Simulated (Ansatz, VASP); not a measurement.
## TaAs in VASP and in Ansatz

```xyz
2
Lattice="0.0000 2.6025 2.6025 2.6025 0.0000 2.6025 2.6025 2.6025 0.0000" Properties=species:S:1:pos:R:3 pbc="T T T"
Ta    2.6025    2.6025    2.6025
As    0.0000    0.0000    0.0000
```

Alike in both runs: functional PBEsol; k mesh 14 × 14 × 14; occupations gaussian, width 0.1 eV; no spin polarisation.

Ansatz relaxed the structure, and its values are those at the end. VASP's run is a single point on that final structure, the one shown.

|  | VASP | Ansatz |
| --- | --- | --- |
| version | VASP 6.6.1 | Ansatz 0.2.0 |
| potentials or method | VASP PAW PBE potentials, release 64 (Ta_pv, As), cutoff 520 eV | scalar-relativistic, plane waves, PAW |
| valence electrons in the cell | 16 | 28 |

```csv
,VASP,Ansatz,Ansatz less VASP
gap on the k mesh at the Fermi level (eV),none,none,-
pressure (GPa),0.6,0.0,-0.64
```

VASP's potentials were made for PBE, not for PBEsol. A gap of «none» marks a metal or a gap that the smearing closes. VASP's potentials hold 16 valence electrons a cell and Ansatz's 28, so a difference there can come from the potentials and not from the codes.

Spin-orbit coupling is off throughout.
